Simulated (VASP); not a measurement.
# S (Fm-3m) in VASP: further runs, part 2 of 2

VASP 6.6.1. Earlier steps stand in the parts before.

## 3. Single point, PBE (volume scaled by 0.65)

File INCAR:

```
SYSTEM = S
PREC     = Accurate       ! precision mode
ENCUT    = 520            ! plane-wave cutoff, eV
EDIFF    = 1E-6           ! SCF threshold, eV
ISMEAR   = -1             ! smearing method
SIGMA    = 0.08           ! smearing width, eV
LREAL    = .FALSE.        ! projectors in reciprocal space
LASPH    = .TRUE.         ! aspherical terms in the spheres
NELM     = 100            ! most SCF steps
ALGO     = Normal         ! electronic algorithm
ISIF     = 2              ! what is computed and relaxed
LWAVE    = .FALSE.        ! write WAVECAR
LCHARG   = .FALSE.        ! write CHGCAR
GGA      = PE             ! functional
NBANDS   = 9              ! bands
```

File KPOINTS:

```
regular mesh
0
G
  16 16 16
  0 0 0
```

File POSCAR:

```
S
1.0
    0.0000000000      1.7280615809      1.7280615809
    1.7280615809      0.0000000000      1.7280615809
    1.7280615809      1.7280615809      0.0000000000
S
1
Direct
    0.0000000000      0.0000000000      0.0000000000
```

Potentials or basis: VASP PAW PBE potentials, release 64 (S).

Started as:

```
> cat potpaw_PBE.64/S/POTCAR > POTCAR
> mpirun -np 1 vasp_std > vasp.out
```

OUTCAR:

```text
SYSTEM = S
   PREC = Accurate
   ENCUT = 520
   EDIFF = 1E-6
   ISMEAR = -1
   LREAL = .FALSE.
   LASPH = .TRUE.
   NELM = 100
   ISIF = 2
   GGA = PE

 ion  position               nearest neighbor table
   1  0.000  0.000  0.000-

  LATTYP: Found a face centered cubic cell.
 ALAT       =     3.4561231618

  Lattice vectors:

 A1 = (   0.0000000000,   1.7280615809,   1.7280615809)
 A2 = (   1.7280615809,   0.0000000000,   1.7280615809)
 A3 = (   1.7280615809,   1.7280615809,   0.0000000000)

Analysis of symmetry for initial positions (statically):
=====================================================================
 Subroutine PRICEL returns:
 Original cell was already a primitive cell.

 Routine SETGRP: Setting up the symmetry group for a
 face centered cubic supercell.

 Subroutine GETGRP returns: Found 48 space group operations
 (whereof 48 operations were pure point group operations)
 out of a pool of 48 trial point group operations.

The static configuration has the point symmetry O_h .

Analysis of symmetry for dynamics (positions and initial velocities):
=====================================================================
 Subroutine PRICEL returns:
 Original cell was already a primitive cell.

 Routine SETGRP: Setting up the symmetry group for a
 face centered cubic supercell.

 Subroutine GETGRP returns: Found 48 space group operations
 (whereof 48 operations were pure point group operations)
 out of a pool of 48 trial point group operations.

The dynamic configuration has the point symmetry O_h .

 Subroutine INISYM returns: Found 48 space group operations
 (whereof 48 operations are pure point group operations),
 and found     1 'primitive' translations

[... 111 lines left out ...]
     AMIX     =   0.40;   BMIX     =  1.00
     AMIX_MAG =   1.60;   BMIX_MAG =  1.00
  volume/ion in A,a.u.               =      10.32        69.65
  Fermi-wavevector in a.u.,A,eV,Ry     =   1.366331  2.581992 25.400191  1.866861
  Thomas-Fermi vector in A             =   2.492481
   LORBIT       =      0    0 simple, 1 ext, 2 COOP (PROOUT), +10 PAW based schemes
   GGA     = PE    functional components
   LHFCALC =     F    Hartree Fock is set to
   AEXX    =    0.0000 exact exchange contribution
   IVDW    =     0    specifies the selected vdW correction
   LEPSILON=     F    determine dielectric tensor
   LRPA    =     F    only Hartree local field effects (RPA)
 non-spin polarized calculation
  energy-cutoff  :      520.00
  volume of cell :       10.32
 maximum number of plane-waves:       291
   NGX =  9   NGY =  9   NGZ =  9

 number of electron       5.9999999 magnetization

 Free energy of the ion-electron system (eV)
  ---------------------------------------------------
  ext. energy  EPLUGINS =         0.00000000
  ---------------------------------------------------
  free energy    TOTEN  =        -1.86222619 eV

  energy without entropy =       -1.85206322  energy(sigma->0) =       -1.85714470

 E-fermi :  14.9713     XC(G=0): -13.3001

 val. band max:       14.9445331240   @ k =   0.3750   0.3125   0.0625
 cond. band min:      14.9838222921   @ k =   0.2500   0.1250   0.0625
 fundamental gap:      0.0392891681
 Fermi energy:        14.9712964438

 k-point     1 :       0.0000    0.0000    0.0000
  band No.  band energies     occupation
      1      -7.2224      2.00000
      2      21.1464      0.00000
      3      21.1464      0.00000
      4      21.1464      0.00000
      5      27.0936      0.00000
      6      27.0936      0.00000
      7      27.0936      0.00000
      8      34.8415      0.00000
      9      34.8422      0.00000
[... 265 lines left out ...]
 k-point    24 :      -0.0625    0.0625    0.0000
  band No.  band energies     occupation
      1      -6.8599      2.00000
      2      19.1635      0.00000
      3      19.6039      0.00000
      4      21.1387      0.00000
      5      27.1562      0.00000
      6      27.4509      0.00000
      7      28.5322      0.00000
      8      33.0875      0.00000
      9      34.2142      0.00000

 [... further k-points ...]

------------------------ aborting loop because EDIFF is reached ----------------------------------------

  FORCE on cell =-STRESS in cart. coord.  units (eV):
  Direction    XX          YY          ZZ          XY          YZ          ZX
  --------------------------------------------------------------------------------------
  -------------------------------------------------------------------------------------
  Total        5.2040804      5.2040804      5.2040804     -0.0000000      0.0000000      0.0000000
  in kB      807.8801585    807.8801585    807.8801585     -0.0000000      0.0000000      0.0000000
  external PRESSURE =     807.8801585 kB  Pullay stress =       0.0000000 kB

 VOLUME and BASIS-vectors are now :
 -----------------------------------------------------------------------------
  energy-cutoff  :      520.00
  volume of cell :       10.32
      direct lattice vectors                 reciprocal lattice vectors
     0.000000000  1.728061581  1.728061581    -0.289341541  0.289341541  0.289341541
     1.728061581  0.000000000  1.728061581     0.289341541 -0.289341541  0.289341541
     1.728061581  1.728061581  0.000000000     0.289341541  0.289341541 -0.289341541

 POSITION                                       TOTAL-FORCE (eV/Angst)
 -----------------------------------------------------------------------------------
      0.00000      0.00000      0.00000         0.000000     -0.000000     -0.000000
 -----------------------------------------------------------------------------------
    total drift:                                0.000000     -0.000000     -0.000000

  FREE ENERGIE OF THE ION-ELECTRON SYSTEM (eV)
  ---------------------------------------------------
  free  energy   TOTEN  =        -1.8622261882 eV

  energy  without entropy=       -1.8520632162  energy(sigma->0) =       -1.85714470
```

stdout:

```text
POSCAR found type information on POSCAR S
 POSCAR found :  1 types and       1 ions
 scaLAPACK will be used
 LDA part: xc-table for (Slater+PW92), standard interpolation
 POSCAR, INCAR and KPOINTS ok, starting setup
 FFT: planning ... GRIDC
 FFT: planning ... GRID_SOFT
 FFT: planning ... GRID
 WAVECAR not read
 entering main loop
```

Run time: 6.7 s. Hardware: 1 thread of Intel Xeon 6975P-C, shared host; peak memory 0.12 GiB.

Results:

- Free energy: -1.8622 eV
- Pressure: 80.8 GPa
- Band gap on the k mesh: zero (band 3 reaches 21.15 eV, above the bottom of band 4 at 9.75 eV)

## 4. Single point, PBE (volume scaled by 0.75)

File INCAR:

```
PREC = Accurate
ENCUT = 520
EDIFF = 1E-6
ISMEAR = -1
SIGMA = 0.08
LREAL = F
LASPH = T
NELM = 60
ALGO = Normal
ISIF = 2
LWAVE = F
LCHARG = F
GGA = PE
NBANDS = 9
```

File KPOINTS:

```
regular mesh
0
Gamma
  16 16 16
```

File POSCAR:

```
S
1.0
    0.0000000000      1.8124881831      1.8124881831
    1.8124881831      0.0000000000      1.8124881831
    1.8124881831      1.8124881831      0.0000000000
S
1
Direct
    0.0000000000      0.0000000000      0.0000000000
```

Started as:

```
> cat potpaw_PBE.64/S/POTCAR > POTCAR
> mpirun -np 1 vasp_std > vasp.out
```

Run time: 8.3 s. Hardware: 1 thread of Intel Xeon 6975P-C, shared host; peak memory 0.12 GiB.

The run converged. Its results:

* Free energy: -2.4457 eV
* Pressure: 40.8 GPa
* Band gap on the k mesh: zero (band 3 reaches 17.16 eV, above the bottom of band 4 at 8.02 eV)

Levels at points of the mesh, in eV from the Fermi level:
```
           k point  band 1  band 2  band 3  band 4  band 5  band 6  band 7  band 8
(0.00, 0.00, 0.00)  -20.11    4.98    4.98    4.98   12.13   12.13   12.13   18.96
(0.50, 0.00, 0.00)  -13.95  -10.33    3.00    3.00   10.65   11.14   11.14   18.12
(0.50, 0.50, 0.00)  -11.24   -8.94   -1.14   -1.14    4.36    4.67   24.77   26.52
```

## 5. The runs side by side

| cell | gap on the mesh (eV) | pressure (GPa) |
| --- | --- | --- |
| a = 2.311 Å, angles 60.0°, 1 atom | none | 154.4 |
| a = 2.444 Å, angles 60.0°, 1 atom | none | 80.8 |
| a = 2.563 Å, angles 60.0°, 1 atom | none | 40.8 |

Alike in all rows: task single point; level PBE; potentials or basis VASP PAW PBE potentials, release 64 (S); no spin polarisation; k mesh 16 × 16 × 16; cutoff (eV) 520; smearing fermi-dirac 0.08 eV.

Absolute energies hang on the potentials; compare differences alone.
